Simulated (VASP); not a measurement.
# TaN: single point with PBEsol

Crystal: TaN.

```
CELL_PARAMETERS angstrom
0.00000 2.17900 2.17900
2.17900 0.00000 2.17900
2.17900 2.17900 0.00000
ATOMIC_POSITIONS crystal
Ta 0.50000 0.50000 0.50000
N 0.00000 0.00000 0.00000
```

```yaml
Program: VASP 6.6.1
Task: single point
Functional: PBEsol
Potentials_or_basis: VASP PAW PBE potentials, release 64 (Ta_sv_GW, N)
Cutoff: 600 eV
k_mesh: 13 × 13 × 13
Occupations: gaussian, width 0.05 eV
Spin: no spin polarisation
Dipole_correction: no
Second_run: valence_matched
Further_INCAR_settings: ALGO = Normal; EDIFF = 1e-06; NBANDS = 16
```

```
Pressure               : 4.5 GPa
Band gap on the k mesh : zero (band 9 reaches 15.90 eV, above the bottom of band 10 at 11.87 eV)
```

Levels at points of the mesh, in eV from the Fermi level:
```tsv
k point	band 6	band 7	band 8	band 9	band 10	band 11	band 12	band 13
(0.00, 0.00, 0.00)	-3.95	-3.95	-3.95	-2.28	-2.28	-2.28	-0.04	-0.04
```

It took 56 s on 1 thread of AMD EPYC 9R45 (Zen 5), with other jobs on the host, peak memory 0.16 GiB.

Caveat: the PAW data sets were made with another functional, which shifts forces and pressure a little; spin-orbit coupling is left out, which moves the levels of the heavy elements.
